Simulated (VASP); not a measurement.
# C (R-3m) in VASP: notebook

The runs below take C through single point, with LDA.

All numbers are computed with VASP 6.6.1; they aren't measurements. Logs are shortened: lines on timing, memory, paths and dates and some standing lists are left out, and cuts for length are marked.

**1. The cell of the first run**

Symmetry: R-3m, No. 166, trigonal system. Conventional cell: a = 2.395 Å, b = 2.395 Å, c = 9.790 Å, α = 90.00°, β = 90.00°, γ = 120.00°. C (site symmetry 3m) has 3 C at 1.38 Å within 1.8 Å.

**2. Single point, LDA (strain -0.025 along x and y, -0.025 along z)**

The input, INCAR:

```
SYSTEM = C
PREC = Accurate ; ENCUT = 520
EDIFF = 1E-6 ; ISMEAR = 0
SIGMA = 0.05 ; LREAL = .False.
LASPH = .True. ; NELM = 80
ALGO = Normal ; ISIF = 2
LWAVE = .False. ; LCHARG = .False.
NBANDS = 11
```

The input, KPOINTS:

```
Automatic mesh
0
Gamma
  12 12 12
  0 0 0
```

The input, POSCAR:

```
C
1.0
    1.1973256878      0.6912763082      3.2633355684
   -1.1973256878      0.6912763082      3.2633355684
    0.0000000000     -1.3825526163      3.2633355684
C
2
Direct
    0.1640000000      0.1640000000      0.1640000000
    0.8360000000      0.8360000000      0.8360000000
```

Potentials or basis: VASP PAW LDA potentials, release 64 (C).

On the command line:

```bash
> cat potpaw_LDA.64/C/POTCAR > POTCAR
> mpirun -np 1 vasp_std > vasp.out
```

OUTCAR:

```text
SYSTEM = C
   PREC = Accurate
   ENCUT = 520
   EDIFF = 1E-6
   ISMEAR = 0
   LREAL = .False.
   LASPH = .True.
   NELM = 80
   ISIF = 2

 ion  position               nearest neighbor table
   1  0.164  0.164  0.164-   2 1.38   2 1.38   2 1.38
   2  0.836  0.836  0.836-   1 1.38   1 1.38   1 1.38

  LATTYP: Found a trigonal (rhomboedric) cell.
 ALAT       =     3.5441234133
 COS(alpha) =     0.7717362630

  Lattice vectors:

 A1 = (   1.1973256878,   0.6912763082,   3.2633355684)
 A2 = (  -1.1973256878,   0.6912763082,   3.2633355684)
 A3 = (   0.0000000000,  -1.3825526163,   3.2633355684)

Analysis of symmetry for initial positions (statically):
=====================================================================
 Subroutine PRICEL returns:
 Original cell was already a primitive cell.

 Routine SETGRP: Setting up the symmetry group for a
 trigonal (rhombohedral) supercell.

 Subroutine GETGRP returns: Found 12 space group operations
 (whereof 12 operations were pure point group operations)
 out of a pool of 12 trial point group operations.

The static configuration has the point symmetry D_3d.

Analysis of symmetry for dynamics (positions and initial velocities):
=====================================================================
 Subroutine PRICEL returns:
 Original cell was already a primitive cell.

 Routine SETGRP: Setting up the symmetry group for a
 trigonal (rhombohedral) supercell.

 Subroutine GETGRP returns: Found 12 space group operations
 (whereof 12 operations were pure point group operations)
 out of a pool of 12 trial point group operations.

The dynamic configuration has the point symmetry D_3d.

 Subroutine INISYM returns: Found 12 space group operations
 (whereof 12 operations are pure point group operations),
 and found     1 'primitive' translations

----------------------------------------------------------------------------------------

                                     Primitive cell

  volume of cell :      16.2060

  direct lattice vectors                    reciprocal lattice vectors
     1.197325688  0.691276308  3.263335568     0.417597321  0.241099926  0.102144976
    -1.197325688  0.691276308  3.263335568    -0.417597321  0.241099926  0.102144976
     0.000000000 -1.382552616  3.263335568     0.000000000 -0.482199852  0.102144976

  length of vectors
     3.544123413  3.544123413  3.544123413     0.492899881  0.492899881  0.492899881

  position of ions in fractional coordinates (direct lattice)
     0.164000000  0.164000000  0.164000000
     0.836000000  0.836000000  0.836000000

  ion indices of the primitive-cell ions
   primitive index   ion index
                 1           1
                 2           2

----------------------------------------------------------------------------------------

 KPOINTS: Automatic mesh

Automatic generation of k-mesh.
 Grid dimensions read from file:
 generate k-points for:   12   12   12

 Generating k-lattice:

  Cartesian coordinates                     Fractional coordinates (reciprocal lattice)
     0.034799777  0.020091660  0.008512081     0.083333333  0.000000000  0.000000000
    -0.034799777  0.020091660  0.008512081     0.000000000  0.083333333  0.000000000
     0.000000000 -0.040183321  0.008512081     0.000000000  0.000000000  0.083333333

  Length of vectors
     0.041074990  0.041074990  0.041074990

  Shift w.r.t. Gamma in fractional coordinates (k-lattice)
     0.000000000  0.000000000  0.000000000

 Subroutine IBZKPT returns following result:
 ===========================================

 Found    189 irreducible k-points:

 Following reciprocal coordinates:
            Coordinates               Weight
  0.000000  0.000000  0.000000      1.000000
  0.083333 -0.000000  0.000000      6.000000
  0.166667 -0.000000  0.000000      6.000000
  0.250000  0.000000  0.000000      6.000000
  0.333333 -0.000000  0.000000      6.000000
  0.416667 -0.000000  0.000000      6.000000
[... 16 lines left out ...]
  0.500000  0.166667 -0.000000     12.000000
 -0.416667  0.166667  0.000000     12.000000
 [... further k-points ...]
   k-points           NKPTS =    189   k-points in BZ     NKDIM =    189   number of bands    NBANDS=     11
   number of dos      NEDOS =    301   number of ions     NIONS =      2
   total plane-waves  NPLWV =  21952
   dimension x,y,z NGX =    28 NGY =   28 NGZ =   28
   dimension x,y,z NGXF=    56 NGYF=   56 NGZF=   56
   ions per type =               2
   NGX,Y,Z   is equivalent  to a cutoff of  13.13, 13.13, 13.13 a.u.
   NGXF,Y,Z  is equivalent  to a cutoff of  26.27, 26.27, 26.27 a.u.
 SYSTEM =  C
   PREC   = accura    normal or accurate (medium, high low for compatibility)
   ISTART =      0    job   : 0-new  1-cont  2-samecut
   ICHARG =      2    charge: 1-file 2-atom 10-const
   ISPIN  =      1    spin polarized calculation?
   LNONCOLLINEAR =      F non collinear calculations
   LSORBIT =      F    spin-orbit coupling
   LASPH  =      T    aspherical Exc in radial PAW
   ENCUT  =  520.0 eV  38.22 Ry    6.18 a.u.   6.59  6.59  6.59*2*pi/ulx,y,z
   NELM   =     80;   NELMIN=  2; NELMDL= -5     # of ELM steps
   EDIFF  = 0.1E-05   stopping-criterion for ELM
   LREAL  =      F    real-space projection
   EDIFFG = 0.1E-04   stopping-criterion for IOM
   NSW    =      0    number of steps for IOM
   IBRION =     -1    ionic relax: 0-MD 1-quasi-New 2-CG
   NFREE  =      0    steps in history (QN), initial steepest desc. (CG)
   ISIF   =      2    stress and relaxation
   ISYM   =      2    0-nonsym 1-usesym 2-fastsym
   POTIM  = 0.5000    time-step for ionic-motion
   TEBEG  =    0.0;   TEEND  =   0.0 temperature during run
   PSTRESS=    0.0 pullay stress
   NELECT =       8.0000    total number of electrons
   NUPDOWN=      -1.0000    fix difference up-down
   EMIN   =  10.00;   EMAX   =-10.00  energy-range for DOS
   EFERMI =   0.00;   METHOD = LEGACY
   ISMEAR =     0;   SIGMA  =   0.05  broadening in eV -4-tet -1-fermi 0-gaus
   EFERMI_NEDOS =   21; number of points for ismear=-14 and -15
   IALGO  =     38    algorithm
   IMIX   =      4    mixing-type and parameters
     AMIX     =   0.40;   BMIX     =  1.00
     AMIX_MAG =   1.60;   BMIX_MAG =  1.00
  volume/ion in A,a.u.               =       8.10        54.68
  Fermi-wavevector in a.u.,A,eV,Ry     =   1.293836  2.444995 22.776305  1.674011
  Thomas-Fermi vector in A             =   2.425456
   LORBIT       =      0    0 simple, 1 ext, 2 COOP (PROOUT), +10 PAW based schemes
   GGA     = CA    functional components
   LHFCALC =     F    Hartree Fock is set to
   AEXX    =    0.0000 exact exchange contribution
   IVDW    =     0    specifies the selected vdW correction
   LEPSILON=     F    determine dielectric tensor
   LRPA    =     F    only Hartree local field effects (RPA)
 non-spin polarized calculation
 Gauss-broadening in eV      SIGMA  =   0.05
  energy-cutoff  :      520.00
  volume of cell :       16.21
 maximum number of plane-waves:       456
   NGX = 13   NGY = 13   NGZ = 13

 number of electron       8.0000000 magnetization

 Free energy of the ion-electron system (eV)
  ---------------------------------------------------
  ext. energy  EPLUGINS =         0.00000000
  ---------------------------------------------------
  free energy    TOTEN  =       -20.13257276 eV

  energy without entropy =      -20.13257276  energy(sigma->0) =      -20.13257276

 E-fermi :   5.2081     XC(G=0): -11.1173

 val. band max:        4.9113695445   @ k =  -0.3333   0.3333   0.0000
 cond. band min:       5.7735005625   @ k =  -0.3333   0.3333   0.0000
 fundamental gap:      0.8621310181
 Fermi energy:         5.2081445316

 k-point     1 :       0.0000    0.0000    0.0000
  band No.  band energies     occupation
      1     -14.8055      2.00000
      2      -1.6371      2.00000
      3       2.4368      2.00000
      4       2.4368      2.00000
      5       9.0706      0.00000
      6      14.2688      0.00000
      7      14.2688      0.00000
      8      17.7102      0.00000
      9      20.3577      0.00000
     10      28.9477      0.00000
     11      32.0512      0.00000

 k-point     2 :       0.0833   -0.0000    0.0000
  band No.  band energies     occupation
      1     -14.6292      2.00000
      2      -1.4581      2.00000
      3       1.7787      2.00000
      4       2.0690      2.00000
      5       9.3168      0.00000
      6      14.3730      0.00000
      7      15.0182      0.00000
      8      17.0801      0.00000
      9      20.5944      0.00000
     10      29.5093      0.00000
     11      30.5798      0.00000

 k-point     3 :       0.1667   -0.0000    0.0000
  band No.  band energies     occupation
      1     -14.1028      2.00000
      2      -0.9284      2.00000
      3       0.1090      2.00000
      4       1.2123      2.00000
      5      10.0449      0.00000
      6      14.4422      0.00000
      7      15.4649      0.00000
      8      16.9972      0.00000
      9      21.3030      0.00000
     10      27.8011      0.00000
     11      30.1325      0.00000

 k-point     4 :       0.2500    0.0000    0.0000
  band No.  band energies     occupation
      1     -13.2325      2.00000
      2      -2.0795      2.00000
      3      -0.0319      2.00000
      4       0.2664      2.00000
      5      11.1061      0.00000
      6      13.3056      0.00000
      7      14.4525      0.00000
      8      19.7237      0.00000
      9      22.0705      0.00000
     10      25.7467      0.00000
     11      28.3836      0.00000

 k-point     5 :       0.3333   -0.0000    0.0000
  band No.  band energies     occupation
      1     -12.0313      2.00000
      2      -4.3813      2.00000
      3      -0.5192      2.00000
      4       1.1534      2.00000
      5      10.3802      0.00000
      6      13.3255      0.00000
      7      14.2725      0.00000
      8      21.6046      0.00000
      9      22.7245      0.00000
     10      25.1406      0.00000
     11      27.1715      0.00000
[... 211 lines left out ...]
 k-point    21 :       0.3333    0.1667    0.0000
  band No.  band energies     occupation
      1     -12.6645      2.00000
      2      -2.3504      2.00000
      3      -1.2250      2.00000
      4       0.1003      2.00000
      5      11.8166      0.00000
      6      13.1290      0.00000
      7      16.1674      0.00000
      8      18.3432      0.00000
      9      22.2790      0.00000
     10      24.7432      0.00000
     11      29.8795      0.00000

 k-point    22 :       0.4167    0.1667    0.0000
  band No.  band energies     occupation
      1     -11.4699      2.00000
      2      -4.2029      2.00000
      3      -2.2945      2.00000
      4       1.2570      2.00000
      5      10.0640      0.00000
      6      14.6307      0.00000
      7      16.7526      0.00000
      8      19.2585      0.00000
      9      20.7722      0.00000
     10      25.3714      0.00000
     11      28.9888      0.00000

 k-point    23 :       0.5000    0.1667   -0.0000
  band No.  band energies     occupation
      1      -9.9827      2.00000
      2      -6.2679      2.00000
      3      -2.8691      2.00000
      4       2.6688      2.00000
      5       8.2105      0.00000
      6      16.1146      0.00000
      7      16.7983      0.00000
      8      18.9828      0.00000
      9      20.6885      0.00000
     10      25.1853      0.00000
     11      30.0991      0.00000

 k-point    24 :      -0.4167    0.1667    0.0000
  band No.  band energies     occupation
      1      -8.5676      2.00000
      2      -7.9008      2.00000
      3      -3.0587      2.00000
      4       3.8369      2.00000
      5       6.9450      0.00000
      6      16.5480      0.00000
      7      16.9478      0.00000
      8      17.6996      0.00000
      9      21.3257      0.00000
     10      26.0508      0.00000
     11      29.4798      0.00000

 [... further k-points ...]
[... 5 lines left out ...]
  --------------------------------------------------------------------------------------
  -------------------------------------------------------------------------------------
  Total        3.1850387      3.1850387     -0.0433631      0.0000000     -0.0000000     -0.0000000
  in kB      314.8823696    314.8823696     -4.2869997      0.0000000     -0.0000000     -0.0000000
  external PRESSURE =     208.4925798 kB  Pullay stress =       0.0000000 kB

 VOLUME and BASIS-vectors are now :
 -----------------------------------------------------------------------------
  energy-cutoff  :      520.00
  volume of cell :       16.21
      direct lattice vectors                 reciprocal lattice vectors
     1.197325688  0.691276308  3.263335568     0.417597321  0.241099926  0.102144976
    -1.197325688  0.691276308  3.263335568    -0.417597321  0.241099926  0.102144976
     0.000000000 -1.382552616  3.263335568     0.000000000 -0.482199852  0.102144976

 POSITION                                       TOTAL-FORCE (eV/Angst)
 -----------------------------------------------------------------------------------
      0.00000      0.00000      1.60556         0.000000      0.000000      0.842457
      0.00000      0.00000      8.18445         0.000000     -0.000000     -0.842457
 -----------------------------------------------------------------------------------
    total drift:                                0.000000     -0.000000      0.000000

  FREE ENERGIE OF THE ION-ELECTRON SYSTEM (eV)
  ---------------------------------------------------
  free  energy   TOTEN  =       -20.1325727557 eV

  energy  without entropy=      -20.1325727557  energy(sigma->0) =      -20.13257276
```

It took 27 s on 1 thread of Intel Xeon 6975P-C, shared host; peak memory 0.15 GiB.

Results:

```
Free energy            : -20.1326 eV
Pressure               : 20.8 GPa
Largest force          : 0.842 eV/Å
Band gap on the k mesh : 0.86 eV, direct
```

Forces on the atoms (eV/Å):
```
C    0.000  0.000  0.842
C    0.000  0.000 -0.842
```

Caveat: the cell differs from its parent crystal (strain -0.025 along x and y, -0.025 along z).

**3. Single point, LDA (strain -0.050 along x and y, +0.050 along z)**

The input, INCAR:

```
PREC = Accurate ; ENCUT = 520
EDIFF = 1E-6 ; ISMEAR = 0
SIGMA = 0.05 ; LREAL = F
LASPH = T ; NELM = 80
ALGO = Normal ; ISIF = 2
LWAVE = F ; LCHARG = F
NBANDS = 11
```

The input, KPOINTS:

```
Automatic mesh
0
Gamma
  12 12 12
```

The input, POSCAR:

```
C
1.0
    1.1666250292      0.6735512746      3.5143613814
   -1.1666250292      0.6735512746      3.5143613814
    0.0000000000     -1.3471025493      3.5143613814
C
2
Direct
    0.1640000000      0.1640000000      0.1640000000
    0.8360000000      0.8360000000      0.8360000000
```

Potentials or basis: VASP PAW LDA potentials, release 64 (C).

On the command line:

```bash
> cat potpaw_LDA.64/C/POTCAR > POTCAR
> mpirun -np 1 vasp_std > vasp.out
```

Run time: 31 s. Hardware: 1 thread of Intel Xeon 6975P-C, shared host; peak memory 0.15 GiB.

The run converged. Its results:

| Property | Result |
| --- | --- |
| Free energy | -19.8476 eV |
| Pressure | 47.0 GPa |
| Largest force | 0.888 eV/Å |
| Band gap on the k mesh | 0.55 eV, direct |

Forces in eV/Å, atoms in the order of the input:
```
C    0.000  0.000  0.888
C    0.000  0.000 -0.888
```

Stress tensor (GPa, compression positive):
```
71.69  0.00  0.00
 0.00 71.69  0.00
 0.00  0.00 -2.29
```

Levels at points of the mesh, in eV from the valence-band top:
| k point | band 1 | band 2 | band 3 | band 4 | band 5 | band 6 | band 7 | band 8 |
| --- | --- | --- | --- | --- | --- | --- | --- | --- |
| (0.00, 0.00, 0.00) | -20.45 | -7.73 | -2.60 | -2.60 | 3.07 | 9.73 | 9.73 | 13.70 |
| (0.50, 0.00, 0.00) | -14.30 | -13.98 | -6.52 | -2.11 | 2.12 | 9.62 | 12.11 | 12.37 |
| (0.50, 0.50, 0.00) | -14.23 | -13.92 | -6.54 | -2.70 | 1.68 | 9.33 | 13.09 | 14.81 |
| (0.50, 0.50, 0.50) | -20.24 | -9.25 | -2.61 | -2.61 | 8.71 | 9.70 | 9.70 | 13.28 |

Caveat: the cell differs from its parent crystal (strain -0.050 along x and y, +0.050 along z). A k mesh can miss the band edges.

**4. Single point, LDA (strain +0.000 along x and y, -0.050 along z)**

The input, INCAR:

```
SYSTEM = C
PREC     = Accurate       ! precision mode
ENCUT    = 520            ! plane-wave cutoff, eV
EDIFF    = 1E-7           ! SCF threshold, eV
ISMEAR   = 0              ! smearing method
SIGMA    = 0.05           ! smearing width, eV
LREAL    = .FALSE.        ! projectors in reciprocal space
LASPH    = .TRUE.         ! aspherical terms in the spheres
NELM     = 60             ! most SCF steps
ALGO     = Normal         ! electronic algorithm
ISIF     = 2              ! what is computed and relaxed
LWAVE    = .FALSE.        ! write WAVECAR
LCHARG   = .FALSE.        ! write CHGCAR
NBANDS   = 11             ! bands
```

The input, KPOINTS:

```
Automatic mesh
0
G
  12 12 12
  0 0 0
```

The input, POSCAR:

```
C
1.0
    1.2280263465      0.7090013417      3.1796602974
   -1.2280263465      0.7090013417      3.1796602974
    0.0000000000     -1.4180026834      3.1796602974
C
2
Direct
    0.1640000000      0.1640000000      0.1640000000
    0.8360000000      0.8360000000      0.8360000000
```

On the command line:

```bash
> cat potpaw_LDA.64/C/POTCAR > POTCAR
> mpirun -np 1 vasp_std > vasp.out
```

Run time: 29 s. Hardware: 1 thread of Intel Xeon 6975P-C, shared host; peak memory 0.15 GiB.

The run converged. Its results:

```
Free energy            : -20.1987 eV
Pressure               : -2.9 GPa
Largest force          : 0.821 eV/Å
Band gap on the k mesh : 1.01 eV, direct
```

Forces on the atoms (eV/Å):
```
C    0.000  0.000  0.821
C    0.000  0.000 -0.821
```

Stress tensor (GPa, compression positive):
```
-4.85  0.00  0.00
 0.00 -4.85  0.00
 0.00  0.00  0.96
```

Levels at points of the mesh, in eV from the valence-band top:
```
           k point  band 1  band 2  band 3  band 4  band 5  band 6  band 7  band 8  band 9
(0.00, 0.00, 0.00)  -19.07   -5.73   -2.42   -2.42    4.83    8.93    8.93   11.90   13.77
(0.50, 0.00, 0.00)  -13.60  -12.72   -5.80   -1.28    2.40    8.43   12.82   12.97   19.26
(0.50, 0.50, 0.00)  -13.42  -12.59   -5.90   -2.40    1.76    7.82   13.59   16.45   20.37
(0.50, 0.50, 0.50)  -18.59   -8.39   -2.46   -2.46    8.87    8.87   12.05   12.10   13.45
```

Caveat: the cell differs from its parent crystal (strain +0.000 along x and y, -0.050 along z). A k mesh can miss the band edges.

(Part 1 of 2 ends here.)
